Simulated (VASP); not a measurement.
A run of VASP 6.6.1:

INCAR

```
PREC     = Accurate       # precision mode
ENCUT    = 520            # plane-wave cutoff, eV
EDIFF    = 1E-8           # SCF threshold, eV
ISMEAR   = -1             # smearing method
SIGMA    = 0.08           # smearing width, eV
LREAL    = F              # projectors in reciprocal space
LASPH    = T              # aspherical terms in the spheres
NELM     = 150            # most SCF steps
ALGO     = Normal         # electronic algorithm
ISIF     = 2              # what is computed and relaxed
LWAVE    = F              # write WAVECAR
LCHARG   = F              # write CHGCAR
ISPIN    = 2              # spin polarisation
MAGMOM   = 4 0            # initial moments
LORBIT   = 11             # projections on sites
LMAXMIX  = 4              # l up to which the mixer works
GGA      = PE             # functional
LEFG     = T            
NBANDS   = 20             # bands
```

Contents of KPOINTS:

```
Automatic mesh
0
Gamma
  16 16 16
```

Contents of POSCAR:

```
MnS
1.0
    0.0000000000      2.5509615025      2.5509615025
    2.5509615025      0.0000000000      2.5509615025
    2.5509615025      2.5509615025      0.0000000000
Mn S
1 1
Direct
    0.0000000000      0.0000000000      0.0000000000
    0.5000000000      0.5000000000      0.5000000000
```

Potentials or basis: VASP PAW PBE potentials, release 64 (Mn_pv, S).

The run is started by

```bash
$ cat potpaw_PBE.64/Mn_pv/POTCAR potpaw_PBE.64/S/POTCAR > POTCAR
$ mpirun -np 1 vasp_std > vasp.out
```

Hardware: 1 thread of Intel(R) Xeon(R) Platinum 8488C (Sapphire Rapids), with other jobs on the host.

Estimate the wall time of this run.

Run time: 2.6 min on 1 thread of Intel(R) Xeon(R) Platinum 8488C (Sapphire Rapids) (shared host), peak memory 0.26 GiB. Counts: scf iterations 19, k points 145.
